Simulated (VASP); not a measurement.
Input of a VASP 6.6.1 run:

INCAR

```
SYSTEM = SnO
PREC = Accurate
ENCUT = 520
EDIFF = 1E-7
ISMEAR = 0
SIGMA = 0.15
LREAL = .False.
LASPH = .True.
NELM = 60
ALGO = Normal
ISIF = 2
LWAVE = .False.
LCHARG = .True.
GGA = PS
LELF = .True.
LVHAR = .True.
NBANDS = 28
```

File KPOINTS:

```
Automatic mesh
0
Gamma
  10 10 8
  0 0 0
```

Contents of POSCAR:

```
SnO
1.0
    3.6715000000      0.0000000000      0.0000000000
    0.0000000000      3.6715000000      0.0000000000
    0.0000000000      0.0000000000      4.7499281069
Sn O
2 2
Direct
    0.0000000000      0.5000000000      0.2425296443
    0.5000000000      0.0000000000      0.7574703557
    0.0000000000      0.0000000000      0.0000000000
    0.5000000000      0.5000000000      0.0000000000
```

Potentials or basis: VASP PAW PBE potentials, release 64 (Sn_d, O).

Run with:

```console
$ cat potpaw_PBE.64/Sn_d/POTCAR potpaw_PBE.64/O/POTCAR > POTCAR
$ mpirun -np 1 vasp_std > vasp.out
```

Question: What does it give for the largest force?

Answer: 1.067 eV/Å.

Question: Predict the band gap on the k mesh.

Answer: Zero (bands 20 and 21 overlap by 0.56 eV).

Question: What does it give for the pressure?

Answer: 9.1 GPa.

Stress tensor (GPa, compression positive):
```
10.72  0.00  0.00
 0.00 10.72  0.00
 0.00  0.00  5.98
```

Caveat: the cell stands under pressure; semilocal functionals underestimate gaps, and a narrow one can read as zero; the PAW data sets were made with another functional, which shifts forces and pressure a little; spin-orbit coupling is left out, which moves the levels of the heavy elements.
